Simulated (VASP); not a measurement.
# LiH (Pm-3m) in VASP: a series of runs

Runs on LiH. Level: PBE-based global hybrid. Tasks: single point.

Program: VASP 6.6.1. These are calculated values, not measurements. Logs are shortened: lines on timing, memory, paths and dates and some standing lists are left out, and cuts for length are marked.

## Step 1: The cell of the first run

It takes space group Pm-3m (No. 221, cubic). The conventional cell has a = 2.502 Å, b = 2.502 Å, c = 2.502 Å, α = 90.00°, β = 90.00°, γ = 90.00°. Within 2.9 Å of Li (site symmetry m-3m) lie 8 H at 2.17 Å and 6 Li at 2.50 Å. Within 2.9 Å of H (site symmetry m-3m) lie 8 Li at 2.17 Å and 6 H at 2.50 Å.

## Step 2: Single point, PBE-based global hybrid

POSCAR reads:

```
LiH
1.0
    2.5016587118      0.0000000000      0.0000000000
    0.0000000000      2.5016587118      0.0000000000
    0.0000000000      0.0000000000      2.5016587118
Li H
1 1
Direct
    0.0000000000      0.0000000000      0.0000000000
    0.5000000000      0.5000000000      0.5000000000
```

INCAR.step1 reads:

```
PREC = Accurate ; ENCUT = 520
EDIFF = 1E-5 ; ISMEAR = 0
SIGMA = 0.01 ; LREAL = F
LASPH = T ; NELM = 100
ALGO = Normal ; ISIF = 2
LWAVE = T ; LCHARG = F
GGA = PE ; NBANDS = 9
```

INCAR.step2 reads:

```
PREC = Accurate ; ENCUT = 520
EDIFF = 1E-6 ; ISMEAR = 0
SIGMA = 0.01 ; LREAL = F
LASPH = T ; NELM = 100
ALGO = Normal ; ISIF = 2
LWAVE = F ; LCHARG = F
GGA = PE ; LHFCALC = T
AEXX = 0.05 ; PRECFOCK = Normal
ISTART = 1 ; NBANDS = 9
```

KPOINTS reads:

```
regular mesh
0
Gamma
  4 4 4
```

Potentials or basis: VASP PAW PBE potentials, release 64 (Li_sv, H).

On the command line:

```
$ cat potpaw_PBE.64/Li_sv/POTCAR potpaw_PBE.64/H/POTCAR > POTCAR
$ cp INCAR.step1 INCAR
$ mpirun -np 1 vasp_std > vasp.out
$ cp INCAR.step2 INCAR
$ mpirun -np 1 vasp_std > vasp.out
```

OUTCAR:

```text
PREC = Accurate
   ENCUT = 520
   EDIFF = 1E-6
   ISMEAR = 0
   LREAL = F
   LASPH = T
   NELM = 100
   ISIF = 2
   GGA = PE
   LHFCALC = T
   AEXX = 0.05
   PRECFOCK = Normal
   ISTART = 1

 ion  position               nearest neighbor table
   1  0.000  0.000  0.000-
   2  0.500  0.500  0.500-

  LATTYP: Found a simple cubic cell.
 ALAT       =     2.5016587118

  Lattice vectors:

 A1 = (   2.5016587118,   0.0000000000,   0.0000000000)
 A2 = (   0.0000000000,   2.5016587118,   0.0000000000)
 A3 = (   0.0000000000,   0.0000000000,   2.5016587118)

Analysis of symmetry for initial positions (statically):
=====================================================================
 Subroutine PRICEL returns:
 Original cell was already a primitive cell.

 Routine SETGRP: Setting up the symmetry group for a
 simple cubic supercell.

 Subroutine GETGRP returns: Found 48 space group operations
 (whereof 48 operations were pure point group operations)
 out of a pool of 48 trial point group operations.

The static configuration has the point symmetry O_h .

Analysis of symmetry for dynamics (positions and initial velocities):
=====================================================================
 Subroutine PRICEL returns:
 Original cell was already a primitive cell.

 Routine SETGRP: Setting up the symmetry group for a
 simple cubic supercell.

 Subroutine GETGRP returns: Found 48 space group operations
 (whereof 48 operations were pure point group operations)
 out of a pool of 48 trial point group operations.

The dynamic configuration has the point symmetry O_h .

 Subroutine INISYM returns: Found 48 space group operations
 (whereof 48 operations are pure point group operations),
 and found     1 'primitive' translations

----------------------------------------------------------------------------------------

                                     Primitive cell

  volume of cell :      15.6561

  direct lattice vectors                    reciprocal lattice vectors
     2.501658712  0.000000000  0.000000000     0.399734782  0.000000000  0.000000000
     0.000000000  2.501658712  0.000000000     0.000000000  0.399734782  0.000000000
     0.000000000  0.000000000  2.501658712     0.000000000  0.000000000  0.399734782

  length of vectors
     2.501658712  2.501658712  2.501658712     0.399734782  0.399734782  0.399734782

  position of ions in fractional coordinates (direct lattice)
     0.000000000  0.000000000  0.000000000
     0.500000000  0.500000000  0.500000000

  ion indices of the primitive-cell ions
   primitive index   ion index
                 1           1
                 2           2

----------------------------------------------------------------------------------------

 KPOINTS: regular mesh

Automatic generation of k-mesh.
 Grid dimensions read from file:
 generate k-points for:    4    4    4

 Generating k-lattice:

  Cartesian coordinates                     Fractional coordinates (reciprocal lattice)
     0.099933696  0.000000000  0.000000000     0.250000000  0.000000000  0.000000000
     0.000000000  0.099933696  0.000000000     0.000000000  0.250000000  0.000000000
     0.000000000  0.000000000  0.099933696     0.000000000  0.000000000  0.250000000

  Length of vectors
     0.099933696  0.099933696  0.099933696

  Shift w.r.t. Gamma in fractional coordinates (k-lattice)
     0.000000000  0.000000000  0.000000000

 Subroutine IBZKPT returns following result:
 ===========================================

 Found     10 irreducible k-points:

 Following reciprocal coordinates:
            Coordinates               Weight
  0.000000  0.000000  0.000000      1.000000
  0.250000  0.000000  0.000000      6.000000
  0.500000  0.000000  0.000000      3.000000
  0.250000  0.250000  0.000000     12.000000
  0.500000  0.250000  0.000000     12.000000
  0.500000  0.500000  0.000000      3.000000
  0.250000  0.250000  0.250000      8.000000
  0.500000  0.250000  0.250000     12.000000
  0.500000  0.500000  0.250000      6.000000
  0.500000  0.500000  0.500000      1.000000
   k-points           NKPTS =     10   k-points in BZ     NKDIM =     64   number of bands    NBANDS=      9
   number of dos      NEDOS =    301   number of ions     NIONS =      2
   total plane-waves  NPLWV =   8000
   dimension x,y,z NGX =    20 NGY =   20 NGZ =   20
   dimension x,y,z NGXF=    40 NGYF=   40 NGZF=   40
   ions per type =               1   1
   NGX,Y,Z   is equivalent  to a cutoff of  13.29, 13.29, 13.29 a.u.
   NGXF,Y,Z  is equivalent  to a cutoff of  26.58, 26.58, 26.58 a.u.
 SYSTEM =  unknown system
   PREC   = accura    normal or accurate (medium, high low for compatibility)
   ISTART =      1    job   : 0-new  1-cont  2-samecut
   ICHARG =      0    charge: 1-file 2-atom 10-const
   ISPIN  =      1    spin polarized calculation?
   LNONCOLLINEAR =      F non collinear calculations
   LSORBIT =      F    spin-orbit coupling
   LASPH  =      T    aspherical Exc in radial PAW
   ENCUT  =  520.0 eV  38.22 Ry    6.18 a.u.   4.65  4.65  4.65*2*pi/ulx,y,z
   NELM   =    100;   NELMIN=  2; NELMDL=  0     # of ELM steps
   EDIFF  = 0.1E-05   stopping-criterion for ELM
   LREAL  =      F    real-space projection
   EDIFFG = 0.1E-04   stopping-criterion for IOM
   NSW    =      0    number of steps for IOM
   IBRION =     -1    ionic relax: 0-MD 1-quasi-New 2-CG
   NFREE  =      0    steps in history (QN), initial steepest desc. (CG)
   ISIF   =      2    stress and relaxation
   ISYM   =      3    0-nonsym 1-usesym 2-fastsym
   POTIM  = 0.5000    time-step for ionic-motion
   TEBEG  =    0.0;   TEEND  =   0.0 temperature during run
   PSTRESS=    0.0 pullay stress
   NELECT =       4.0000    total number of electrons
   NUPDOWN=      -1.0000    fix difference up-down
   EMIN   =  10.00;   EMAX   =-10.00  energy-range for DOS
   EFERMI =   0.00;   METHOD = LEGACY
   ISMEAR =     0;   SIGMA  =   0.01  broadening in eV -4-tet -1-fermi 0-gaus
   EFERMI_NEDOS =   21; number of points for ismear=-14 and -15
   IALGO  =     38    algorithm
   IMIX   =      1    mixing-type and parameters
     AMIX     =   0.40;   BMIX     =  1.00
     AMIX_MAG =   1.60;   BMIX_MAG =  1.00
  volume/ion in A,a.u.               =       7.83        52.83
  Fermi-wavevector in a.u.,A,eV,Ry     =   1.038804  1.963054 14.682222  1.079113
  Thomas-Fermi vector in A             =   2.173305
   LORBIT       =      0    0 simple, 1 ext, 2 COOP (PROOUT), +10 PAW based schemes
   GGA     = PE    functional components
   LHFCALC =     T    Hartree Fock is set to
   PRECFOCK=normal    Normal, Fast or Accurate (Low or Medium for compatibility)
   ENCUT4O =  -1.0   cutoff for four orbital integrals eV
   NKREDX  =     1    reduce k-point grid by
   NKREDY  =     1    reduce k-point grid by
   NKREDZ  =     1    reduce k-point grid by
   AEXX    =    0.0500 exact exchange contribution
   HFSCREEN=    0.0000 screening length (either q_TF or 0.3 A-1)
   HFSCREENC=   0.0000 screening length for correlation (either q_TF or 0.3 A-1)
   ENCUTFOCK=  -1.0 apply spherical cutoff to Coloumb kernel
   IVDW    =     0    specifies the selected vdW correction
   LEPSILON=     F    determine dielectric tensor
   LRPA    =     F    only Hartree local field effects (RPA)
 non-spin polarized calculation
 Gauss-broadening in eV      SIGMA  =   0.01
  energy-cutoff  :      520.00
  volume of cell :       15.66
 maximum number of plane-waves:       437
 NGX is ok and might be reduce to    20
  NGX = 14; NGY = 14; NGZ = 14

 number of electron       4.0000011 magnetization

 Free energy of the ion-electron system (eV)
  ---------------------------------------------------
  ext. energy  EPLUGINS =         0.00000000
  ---------------------------------------------------
  free energy    TOTEN  =        -5.77603703 eV

  energy without entropy =       -5.77603703  energy(sigma->0) =       -5.77603703

 E-fermi :   3.5259     XC(G=0):  -8.2717

 val. band max:        3.4820939129   @ k =   0.5000   0.5000   0.5000
 cond. band min:       4.4555366076   @ k =   0.5000   0.0000   0.0000
 fundamental gap:      0.9734426947
 Fermi energy:         3.5258773433

 k-point     1 :       0.0000    0.0000    0.0000
  band No.  band energies     occupation
      1     -45.4743      2.00000
      2      -5.5811      2.00000
      3      15.7685      0.00000
      4      15.7685      0.00000
      5      15.7685      0.00000
      6      16.5086      0.00000
      7      18.9119      0.00000
      8      18.9119      0.00000
      9      35.5848      0.00000

 k-point     2 :       0.2500    0.0000    0.0000
  band No.  band energies     occupation
      1     -45.4473      2.00000
      2      -4.6591      2.00000
      3       8.3795      0.00000
      4      16.0343      0.00000
      5      17.1605      0.00000
      6      17.1605      0.00000
      7      20.4045      0.00000
      8      28.7103      0.00000
      9      29.2951      0.00000

 k-point     3 :       0.5000    0.0000    0.0000
  band No.  band energies     occupation
      1     -45.4200      2.00000
      2      -3.2746      2.00000
      3       4.4555      0.00000
      4      15.3245      0.00000
      5      20.0566      0.00000
      6      20.0566      0.00000
      7      23.6822      0.00000
      8      23.6822      0.00000
      9      24.2847      0.00000

 k-point     4 :       0.2500    0.2500    0.0000
  band No.  band energies     occupation
      1     -45.4219      2.00000
      2      -3.6001      2.00000
      3       8.2502      0.00000
      4      10.1690      0.00000
      5      16.3675      0.00000
      6      18.5264      0.00000
      7      23.9790      0.00000
      8      28.8601      0.00000
      9      29.3303      0.00000
[... 37 lines left out ...]
 k-point     8 :       0.5000    0.2500    0.2500
  band No.  band energies     occupation
      1     -45.3736      2.00000
      2      -0.5947      2.00000
      3       5.6426      0.00000
      4      10.1225      0.00000
      5      13.1012      0.00000
      6      15.5679      0.00000
      7      20.7566      0.00000
      8      25.1959      0.00000
      9      25.6390      0.00000

 k-point     9 :       0.5000    0.5000    0.2500
  band No.  band energies     occupation
      1     -45.3508      2.00000
      2       1.8387      2.00000
      3       6.7397      0.00000
      4       6.7397      0.00000
      5      11.3798      0.00000
      6      17.0325      0.00000
      7      18.9600      0.00000
      8      18.9600      0.00000
      9      24.5076      0.00000

 k-point    10 :       0.5000    0.5000    0.5000
  band No.  band energies     occupation
      1     -45.3291      2.00000
      2       3.4821      2.00000
      3      10.1894      0.00000
      4      10.1894      0.00000
      5      10.1894      0.00000
      6      12.5557      0.00000
      7      12.5557      0.00000
      8      12.5557      0.00000
      9      25.3508      0.00000

------------------------ aborting loop because EDIFF is reached ----------------------------------------

  FORCE on cell =-STRESS in cart. coord.  units (eV):
  Direction    XX          YY          ZZ          XY          YZ          ZX
  --------------------------------------------------------------------------------------
  -------------------------------------------------------------------------------------
  Total        0.1023724      0.1023724      0.1023724      0.0000000      0.0000000      0.0000000
  in kB       10.4763322     10.4763322     10.4763322      0.0000000      0.0000000      0.0000000
  external PRESSURE =      10.4763322 kB  Pullay stress =       0.0000000 kB

 VOLUME and BASIS-vectors are now :
 -----------------------------------------------------------------------------
  energy-cutoff  :      520.00
  volume of cell :       15.66
      direct lattice vectors                 reciprocal lattice vectors
     2.501658712  0.000000000  0.000000000     0.399734782  0.000000000  0.000000000
     0.000000000  2.501658712  0.000000000     0.000000000  0.399734782  0.000000000
     0.000000000  0.000000000  2.501658712     0.000000000  0.000000000  0.399734782

 POSITION                                       TOTAL-FORCE (eV/Angst)
 -----------------------------------------------------------------------------------
      0.00000      0.00000      0.00000         0.000000      0.000000      0.000000
      1.25083      1.25083      1.25083         0.000000      0.000000      0.000000
 -----------------------------------------------------------------------------------
    total drift:                                0.000000      0.000000      0.000000

  FREE ENERGIE OF THE ION-ELECTRON SYSTEM (eV)
  ---------------------------------------------------
  free  energy   TOTEN  =        -5.7760370265 eV

  energy  without entropy=       -5.7760370265  energy(sigma->0) =       -5.77603703
```

Wall time 5.3 s (1 thread of Intel Xeon Platinum 8259CL at 2.50GHz (Skylake/Cascade Lake), shared host); peak memory 0.12 GiB.

Results:

| Item | Value |
| --- | --- |
| Free energy | -5.7760 eV |
| Band gap on the k mesh | 0.97 eV, indirect (least direct gap 4.53 eV) |

Levels at points of the mesh, in eV from the valence-band top:
```
           k point  band 1  band 2  band 3  band 4  band 5  band 6
(0.00, 0.00, 0.00)  -48.96   -9.06   12.29   12.29   12.29   13.03
(0.50, 0.00, 0.00)  -48.90   -6.76    0.97   11.84   16.57   16.57
(0.50, 0.50, 0.00)  -48.85   -2.74    1.79    1.79    9.42   19.79
(0.50, 0.50, 0.50)  -48.81    0.00    6.71    6.71    6.71    9.07
```

Caveat: the k points lie up to 0.63 Å⁻¹ apart; the cutoff is under 1.25 times the usual one of these potentials, so pressure, stress and relaxed cells hold a basis-set (Pulay) error; the PAW data sets were made with another functional, which shifts forces and pressure a little. A k mesh can miss the band edges.

## Step 3: Single point, PBE-based global hybrid

POSCAR is that of step 2.

INCAR.step1 reads:

```
ALGO     = Normal         # electronic algorithm
EDIFF    = 1E-5           # SCF threshold, eV
ENCUT    = 520            # plane-wave cutoff, eV
GGA      = PE             # functional
ISIF     = 2              # what is computed and relaxed
ISMEAR   = 0              # smearing method
LASPH    = True           # aspherical terms in the spheres
LCHARG   = False          # write CHGCAR
LREAL    = False          # projectors in reciprocal space
LWAVE    = True           # write WAVECAR
NBANDS   = 9              # bands
NELM     = 80             # most SCF steps
PREC     = Accurate       # precision mode
SIGMA    = 0.01           # smearing width, eV
```

INCAR.step2 reads:

```
AEXX     = 0.4            # exact-exchange fraction
ALGO     = Normal         # electronic algorithm
EDIFF    = 1E-6           # SCF threshold, eV
ENCUT    = 520            # plane-wave cutoff, eV
GGA      = PE             # functional
ISIF     = 2              # what is computed and relaxed
ISMEAR   = 0              # smearing method
ISTART   = 1            
LASPH    = True           # aspherical terms in the spheres
LCHARG   = False          # write CHGCAR
LHFCALC  = True           # exact exchange
LREAL    = False          # projectors in reciprocal space
LWAVE    = False          # write WAVECAR
NBANDS   = 9              # bands
NELM     = 80             # most SCF steps
PREC     = Accurate       # precision mode
PRECFOCK = Normal       
SIGMA    = 0.01           # smearing width, eV
```

KPOINTS reads:

```
k-points
0
Gamma
  4 4 4
```

Potentials or basis: VASP PAW PBE potentials, release 64 (Li_sv, H).

On the command line:

```
$ cat potpaw_PBE.64/Li_sv/POTCAR potpaw_PBE.64/H/POTCAR > POTCAR
$ cp INCAR.step1 INCAR
$ mpirun -np 1 vasp_std > vasp.out
$ cp INCAR.step2 INCAR
$ mpirun -np 1 vasp_std > vasp.out
```

It took 9.3 s on 1 thread of Intel Xeon Platinum 8259CL at 2.50GHz (Skylake/Cascade Lake), shared host; peak memory 0.12 GiB.

The run converged. Its results:

```yaml
Free_energy: -7.2154 eV
Band_gap_on_the_k_mesh: 3.23 eV, indirect (least direct gap 7.26 eV)
```

Levels at points of the mesh, in eV from the valence-band top:
```
           k point  band 1  band 2  band 3  band 4  band 5
(0.00, 0.00, 0.00)  -53.50  -10.31   15.20   15.20   15.20
(0.50, 0.00, 0.00)  -53.44   -7.59    3.23   15.01   19.58
(0.50, 0.50, 0.00)  -53.40   -3.11    4.16    4.16   12.16
(0.50, 0.50, 0.50)  -53.35    0.00    9.41    9.41    9.41
```

Caveat: the k points lie up to 0.63 Å⁻¹ apart; the cutoff is under 1.25 times the usual one of these potentials, so pressure, stress and relaxed cells hold a basis-set (Pulay) error; the PAW data sets were made with another functional, which shifts forces and pressure a little.
